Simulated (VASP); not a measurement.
# Y4I (P-43m) in VASP: single point with PBE

Aim: the single point of Y4I with PBE.

Everything below comes from runs of VASP 6.6.1. Logs are shortened: lines on timing, memory, paths and dates and some standing lists are left out, and cuts for length are marked.

## 1. The cell of the first run

It takes space group P-43m (No. 215, cubic). The conventional cell has a = 6.290 Å, b = 6.290 Å, c = 6.290 Å, α = 90.00°, β = 90.00°, γ = 90.00°. Y (site symmetry 3m) has 1 I at 2.72 Å within 3.6 Å. I (site symmetry -43m) has 4 Y at 2.72 Å within 3.6 Å.

## 2. Single point, PBE (atoms taken out)

Contents of INCAR:

```
PREC = Accurate ; ENCUT = 520
EDIFF = 1E-6 ; ISMEAR = 0
SIGMA = 0.1 ; LREAL = F
LASPH = T ; NELM = 80
ALGO = Normal ; ISIF = 2
LWAVE = F ; LCHARG = F
GGA = PE ; NBANDS = 34
```

Contents of KPOINTS:

```
Automatic mesh
0
Gamma
  4 4 4
```

Contents of POSCAR:

```
Y4I
1.0
    6.2899972300      0.0000000000      0.0000000000
    0.0000000000      6.2899972300      0.0000000000
    0.0000000000      0.0000000000      6.2899972300
Y I
4 1
Direct
    0.2500000000      0.2500000000      0.2500000000
    0.7500000000      0.7500000000      0.2500000000
    0.7500000000      0.2500000000      0.7500000000
    0.2500000000      0.7500000000      0.7500000000
    0.0000000000      0.0000000000      0.0000000000
```

Potentials or basis: VASP PAW PBE potentials, release 64 (Y_sv, I).

On the command line:

```bash
> cat potpaw_PBE.64/Y_sv/POTCAR potpaw_PBE.64/I/POTCAR > POTCAR
> mpirun -np 1 vasp_std > vasp.out
```

OUTCAR:

```text
PREC = Accurate
   ENCUT = 520
   EDIFF = 1E-6
   ISMEAR = 0
   LREAL = F
   LASPH = T
   NELM = 80
   ISIF = 2
   GGA = PE

 ion  position               nearest neighbor table
   1  0.250  0.250  0.250-   5 2.72
   2  0.750  0.750  0.250-   5 2.72
   3  0.750  0.250  0.750-   5 2.72
   4  0.250  0.750  0.750-   5 2.72
   5  0.000  0.000  0.000-   1 2.72   2 2.72   3 2.72   4 2.72

  LATTYP: Found a simple cubic cell.
 ALAT       =     6.2899972300

  Lattice vectors:

 A1 = (   6.2899972300,   0.0000000000,   0.0000000000)
 A2 = (   0.0000000000,   6.2899972300,   0.0000000000)
 A3 = (   0.0000000000,   0.0000000000,   6.2899972300)

Analysis of symmetry for initial positions (statically):
=====================================================================
 Subroutine PRICEL returns:
 Original cell was already a primitive cell.

 Routine SETGRP: Setting up the symmetry group for a
 simple cubic supercell.

 Subroutine GETGRP returns: Found 24 space group operations
 (whereof 24 operations were pure point group operations)
 out of a pool of 48 trial point group operations.

The static configuration has the point symmetry T_d .

Analysis of symmetry for dynamics (positions and initial velocities):
=====================================================================
 Subroutine PRICEL returns:
 Original cell was already a primitive cell.

 Routine SETGRP: Setting up the symmetry group for a
 simple cubic supercell.

 Subroutine GETGRP returns: Found 24 space group operations
 (whereof 24 operations were pure point group operations)
 out of a pool of 48 trial point group operations.

The dynamic configuration has the point symmetry T_d .

 Subroutine INISYM returns: Found 24 space group operations
 (whereof 24 operations are pure point group operations),
 and found     1 'primitive' translations

----------------------------------------------------------------------------------------

                                     Primitive cell

  volume of cell :     248.8579

  direct lattice vectors                    reciprocal lattice vectors
     6.289997230  0.000000000  0.000000000     0.158982582  0.000000000  0.000000000
     0.000000000  6.289997230  0.000000000     0.000000000  0.158982582  0.000000000
     0.000000000  0.000000000  6.289997230     0.000000000  0.000000000  0.158982582

  length of vectors
     6.289997230  6.289997230  6.289997230     0.158982582  0.158982582  0.158982582

  position of ions in fractional coordinates (direct lattice)
     0.250000000  0.250000000  0.250000000
     0.750000000  0.750000000  0.250000000
     0.750000000  0.250000000  0.750000000
     0.250000000  0.750000000  0.750000000
     0.000000000  0.000000000  0.000000000

  ion indices of the primitive-cell ions
   primitive index   ion index
                 1           1
                 2           2
                 3           3
                 4           4
                 5           5

----------------------------------------------------------------------------------------

 KPOINTS: Automatic mesh

Automatic generation of k-mesh.
 Grid dimensions read from file:
 generate k-points for:    4    4    4

 Generating k-lattice:

  Cartesian coordinates                     Fractional coordinates (reciprocal lattice)
     0.039745645  0.000000000  0.000000000     0.250000000  0.000000000  0.000000000
     0.000000000  0.039745645  0.000000000     0.000000000  0.250000000  0.000000000
     0.000000000  0.000000000  0.039745645     0.000000000  0.000000000  0.250000000

  Length of vectors
     0.039745645  0.039745645  0.039745645

  Shift w.r.t. Gamma in fractional coordinates (k-lattice)
     0.000000000  0.000000000  0.000000000

 Subroutine IBZKPT returns following result:
 ===========================================

 Found     10 irreducible k-points:

 Following reciprocal coordinates:
            Coordinates               Weight
  0.000000  0.000000  0.000000      1.000000
  0.250000  0.000000  0.000000      6.000000
  0.500000  0.000000  0.000000      3.000000
  0.250000  0.250000  0.000000     12.000000
  0.500000  0.250000  0.000000     12.000000
  0.500000  0.500000  0.000000      3.000000
  0.250000  0.250000  0.250000      8.000000
  0.500000  0.250000  0.250000     12.000000
  0.500000  0.500000  0.250000      6.000000
  0.500000  0.500000  0.500000      1.000000
   k-points           NKPTS =     10   k-points in BZ     NKDIM =     10   number of bands    NBANDS=     34
   number of dos      NEDOS =    301   number of ions     NIONS =      5
   total plane-waves  NPLWV = 110592
   dimension x,y,z NGX =    48 NGY =   48 NGZ =   48
   dimension x,y,z NGXF=    96 NGYF=   96 NGZF=   96
   ions per type =               4   1
   NGX,Y,Z   is equivalent  to a cutoff of  12.69, 12.69, 12.69 a.u.
   NGXF,Y,Z  is equivalent  to a cutoff of  25.37, 25.37, 25.37 a.u.
 SYSTEM =  unknown system
   PREC   = accura    normal or accurate (medium, high low for compatibility)
   ISTART =      0    job   : 0-new  1-cont  2-samecut
   ICHARG =      2    charge: 1-file 2-atom 10-const
   ISPIN  =      1    spin polarized calculation?
   LNONCOLLINEAR =      F non collinear calculations
   LSORBIT =      F    spin-orbit coupling
   LASPH  =      T    aspherical Exc in radial PAW
   ENCUT  =  520.0 eV  38.22 Ry    6.18 a.u.  11.70 11.70 11.70*2*pi/ulx,y,z
   NELM   =     80;   NELMIN=  2; NELMDL= -5     # of ELM steps
   EDIFF  = 0.1E-05   stopping-criterion for ELM
   LREAL  =      F    real-space projection
   EDIFFG = 0.1E-04   stopping-criterion for IOM
   NSW    =      0    number of steps for IOM
   IBRION =     -1    ionic relax: 0-MD 1-quasi-New 2-CG
   NFREE  =      0    steps in history (QN), initial steepest desc. (CG)
   ISIF   =      2    stress and relaxation
   ISYM   =      2    0-nonsym 1-usesym 2-fastsym
   POTIM  = 0.5000    time-step for ionic-motion
   TEBEG  =    0.0;   TEEND  =   0.0 temperature during run
   PSTRESS=    0.0 pullay stress
   NELECT =      51.0000    total number of electrons
   NUPDOWN=      -1.0000    fix difference up-down
   EMIN   =  10.00;   EMAX   =-10.00  energy-range for DOS
   EFERMI =   0.00;   METHOD = LEGACY
   ISMEAR =     0;   SIGMA  =   0.10  broadening in eV -4-tet -1-fermi 0-gaus
   EFERMI_NEDOS =   21; number of points for ismear=-14 and -15
   IALGO  =     38    algorithm
   IMIX   =      4    mixing-type and parameters
     AMIX     =   0.40;   BMIX     =  1.00
     AMIX_MAG =   1.60;   BMIX_MAG =  1.00
  volume/ion in A,a.u.               =      49.77       335.88
  Fermi-wavevector in a.u.,A,eV,Ry     =   0.965194  1.823951 12.675170  0.931599
  Thomas-Fermi vector in A             =   2.094889
   LORBIT       =      0    0 simple, 1 ext, 2 COOP (PROOUT), +10 PAW based schemes
   GGA     = PE    functional components
   LHFCALC =     F    Hartree Fock is set to
   AEXX    =    0.0000 exact exchange contribution
   IVDW    =     0    specifies the selected vdW correction
   LEPSILON=     F    determine dielectric tensor
   LRPA    =     F    only Hartree local field effects (RPA)
 non-spin polarized calculation
 Gauss-broadening in eV      SIGMA  =   0.10
  energy-cutoff  :      520.00
  volume of cell :      248.86
 maximum number of plane-waves:      6776
 NGX is ok and might be reduce to    48
   NGX = 23   NGY = 23   NGZ = 23

 number of electron      50.9999996 magnetization

 Free energy of the ion-electron system (eV)
  ---------------------------------------------------
  ext. energy  EPLUGINS =         0.00000000
  ---------------------------------------------------
  free energy    TOTEN  =       -23.19300083 eV

  energy without entropy =      -23.14959730  energy(sigma->0) =      -23.17129907

 E-fermi :   1.8914     XC(G=0):  -7.7819

 val. band max:        1.8506516574   @ k =   0.5000   0.2500   0.0000
 cond. band min:       1.8979706469   @ k =   0.2500   0.0000   0.0000
 fundamental gap:      0.0473189895
 Fermi energy:         1.8913914758

 k-point     1 :       0.0000    0.0000    0.0000
  band No.  band energies     occupation
      1     -42.1508      2.00000
      2     -42.1456      2.00000
      3     -42.1456      2.00000
      4     -42.1456      2.00000
      5     -22.3024      2.00000
      6     -22.1656      2.00000
[... 26 lines left out ...]
     33       3.5918      0.00000
     34       3.5918      0.00000

 k-point     2 :       0.2500    0.0000    0.0000
  band No.  band energies     occupation
      1     -42.1502      2.00000
      2     -42.1463      2.00000
      3     -42.1456      2.00000
      4     -42.1456      2.00000
      5     -22.2952      2.00000
      6     -22.1730      2.00000
[... 26 lines left out ...]
     33       3.4375      0.00000
     34       3.6755      0.00000

 k-point     3 :       0.5000    0.0000    0.0000
  band No.  band energies     occupation
      1     -42.1491      2.00000
      2     -42.1474      2.00000
      3     -42.1456      2.00000
      4     -42.1456      2.00000
      5     -22.2869      2.00000
      6     -22.1814      2.00000
[... 26 lines left out ...]
     33       3.2507      0.00000
     34       3.3965      0.00000

 k-point     4 :       0.2500    0.2500    0.0000
  band No.  band energies     occupation
      1     -42.1496      2.00000
      2     -42.1463      2.00000
      3     -42.1461      2.00000
      4     -42.1457      2.00000
      5     -22.2914      2.00000
      6     -22.1773      2.00000
[... 26 lines left out ...]
     33       3.4267      0.00000
     34       3.6189      0.00000

 k-point     5 :       0.5000    0.2500    0.0000
  band No.  band energies     occupation
      1     -42.1487      2.00000
      2     -42.1471      2.00000
      3     -42.1460      2.00000
      4     -42.1459      2.00000
      5     -22.2874      2.00000
      6     -22.1820      2.00000
[... 26 lines left out ...]
     33       3.2924      0.00000
     34       3.3217      0.00000

 k-point     6 :       0.5000    0.5000    0.0000
  band No.  band energies     occupation
      1     -42.1482      2.00000
      2     -42.1465      2.00000
      3     -42.1465      2.00000
      4     -42.1465      2.00000
      5     -22.2879      2.00000
      6     -22.1827      2.00000
[... 26 lines left out ...]
     33       3.0585      0.00000
     34       3.2149      0.00000

 k-point     7 :       0.2500    0.2500    0.2500
  band No.  band energies     occupation
      1     -42.1491      2.00000
      2     -42.1464      2.00000
      3     -42.1461      2.00000
      4     -42.1461      2.00000
      5     -22.2920      2.00000
      6     -22.1768      2.00000
[... 26 lines left out ...]
     33       3.4187      0.00000
     34       3.4669      0.00000

 k-point     8 :       0.5000    0.2500    0.2500
  band No.  band energies     occupation
      1     -42.1484      2.00000
      2     -42.1470      2.00000
      3     -42.1462      2.00000
      4     -42.1461      2.00000
      5     -22.2924      2.00000
      6     -22.1774      2.00000
[... 26 lines left out ...]
     33       3.2247      0.00000
     34       3.3135      0.00000

 k-point     9 :       0.5000    0.5000    0.2500
  band No.  band energies     occupation
      1     -42.1481      2.00000
      2     -42.1465      2.00000
      3     -42.1465      2.00000
      4     -42.1465      2.00000
      5     -22.2971      2.00000
      6     -22.1745      2.00000
[... 26 lines left out ...]
     33       3.1778      0.00000
     34       3.1851      0.00000

 k-point    10 :       0.5000    0.5000    0.5000
  band No.  band energies     occupation
      1     -42.1481      2.00000
      2     -42.1465      2.00000
      3     -42.1465      2.00000
      4     -42.1465      2.00000
      5     -22.3051      2.00000
      6     -22.1676      2.00000
[... 26 lines left out ...]
     33       3.3267      0.00000
     34       3.3267      0.00000

------------------------ aborting loop because EDIFF is reached ----------------------------------------

  FORCE on cell =-STRESS in cart. coord.  units (eV):
  Direction    XX          YY          ZZ          XY          YZ          ZX
  --------------------------------------------------------------------------------------
  -------------------------------------------------------------------------------------
  Total       -2.7713005     -2.7713005     -2.7713005      0.0000000      0.0000000     -0.0000000
  in kB      -17.8419716    -17.8419716    -17.8419716      0.0000000      0.0000000     -0.0000000
  external PRESSURE =     -17.8419716 kB  Pullay stress =       0.0000000 kB

 VOLUME and BASIS-vectors are now :
 -----------------------------------------------------------------------------
  energy-cutoff  :      520.00
  volume of cell :      248.86
      direct lattice vectors                 reciprocal lattice vectors
     6.289997230  0.000000000  0.000000000     0.158982582  0.000000000  0.000000000
     0.000000000  6.289997230  0.000000000     0.000000000  0.158982582  0.000000000
     0.000000000  0.000000000  6.289997230     0.000000000  0.000000000  0.158982582

 POSITION                                       TOTAL-FORCE (eV/Angst)
 -----------------------------------------------------------------------------------
      1.57250      1.57250      1.57250         1.395312      1.395312      1.395312
      4.71750      4.71750      1.57250        -1.395312     -1.395312      1.395312
      4.71750      1.57250      4.71750        -1.395312      1.395312     -1.395312
      1.57250      4.71750      4.71750         1.395312     -1.395312     -1.395312
      0.00000      0.00000      0.00000         0.000000     -0.000000      0.000000
 -----------------------------------------------------------------------------------
    total drift:                               -0.000000     -0.000000      0.000000

  FREE ENERGIE OF THE ION-ELECTRON SYSTEM (eV)
  ---------------------------------------------------
  free  energy   TOTEN  =       -23.1930008344 eV

  energy  without entropy=      -23.1495972972  energy(sigma->0) =      -23.17129907
```

Wall time 87 s (1 thread of Intel Xeon Platinum 8259CL at 2.50GHz (Skylake/Cascade Lake), shared host); peak memory 0.36 GiB.

Results:

| Item | Value |
| --- | --- |
| Free energy | -23.1930 eV |
| Pressure | -1.8 GPa |
| Band gap on the k mesh | zero (an odd number of electrons rules out a gap without spin polarisation) |

Caveat: the cell differs from its parent crystal (atoms taken out); spin-orbit coupling is left out, which moves the levels of the heavy elements.

The gap in the log of VASP goes by the Fermi energy; the results here count the filled bands.